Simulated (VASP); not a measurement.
Here is a VASP 6.6.1 calculation.

POSCAR

```
GaSb
1.0
    0.0000000000      3.0590000000      3.0590000000
    3.0590000000      0.0000000000      3.0590000000
    3.0590000000      3.0590000000      0.0000000000
Sb Ga
1 1
Direct
    0.7500000000      0.7500000000      0.7500000000
    0.0000000000      0.0000000000      0.0000000000
```

File INCAR.step1:

```
SYSTEM = GaSb
ALGO     = Normal         ! electronic algorithm
EDIFF    = 1E-4           ! SCF threshold, eV
ENCUT    = 600            ! plane-wave cutoff, eV
GGA      = PE             ! functional
ISMEAR   = -1             ! smearing method
LASPH    = .TRUE.         ! aspherical terms in the spheres
LCHARG   = .FALSE.        ! write CHGCAR
LREAL    = .FALSE.        ! projectors in reciprocal space
LWAVE    = .TRUE.         ! write WAVECAR
NELM     = 100            ! most SCF steps
PREC     = Accurate       ! precision mode
SIGMA    = 0.05           ! smearing width, eV
```

File INCAR.step2:

```
SYSTEM = GaSb
ALGO     = Normal         ! electronic algorithm
BPARAM   = 11.95        
CPARAM   = 0.0093       
EDIFF    = 1E-6           ! SCF threshold, eV
EDIFFG   = -0.01          ! ionic threshold
ENCUT    = 600            ! plane-wave cutoff, eV
IBRION   = 2              ! ionic algorithm
ISIF     = 3              ! what is computed and relaxed
ISMEAR   = -1             ! smearing method
ISTART   = 1            
IVDW_NL  = 2            
LASPH    = .TRUE.         ! aspherical terms in the spheres
LCHARG   = .FALSE.        ! write CHGCAR
LMIXTAU  = .TRUE.       
LREAL    = .FALSE.        ! projectors in reciprocal space
LUSE_VDW = .TRUE.       
LWAVE    = .FALSE.        ! write WAVECAR
METAGGA  = R2SCAN         ! meta-GGA
NELM     = 100            ! most SCF steps
NSW      = 60             ! ionic steps
PREC     = Accurate       ! precision mode
SIGMA    = 0.05           ! smearing width, eV
```

Contents of KPOINTS:

```
k-points
0
G
  8 8 8
  0 0 0
```

Potentials or basis: VASP PAW PBE potentials, release 64 (Sb, Ga_d).

Command:

```bash
$ cat potpaw_PBE.64/Sb/POTCAR potpaw_PBE.64/Ga_d/POTCAR > POTCAR
$ cp INCAR.step1 INCAR
$ mpirun -np 1 vasp_std > vasp.out
$ cp INCAR.step2 INCAR
$ mpirun -np 1 vasp_std > vasp.out
```

What does it give for the relaxed cell?

a = 4.320 Å, b = 4.320 Å, c = 4.320 Å, α = 60.00°, β = 60.00°, γ = 60.00°.

Estimate the relaxed volume.

28.51 Å³/atom.

Final structure:
```xyz
2
Lattice="0.0000 3.0549 3.0549 3.0549 0.0000 3.0549 3.0549 3.0549 0.0000" Properties=species:S:1:pos:R:3 pbc="T T T"
Sb    4.5824    4.5824    4.5824
Ga    0.0000    0.0000    0.0000
```

Caveat: the PAW data sets were made with another functional, which shifts forces and pressure a little.
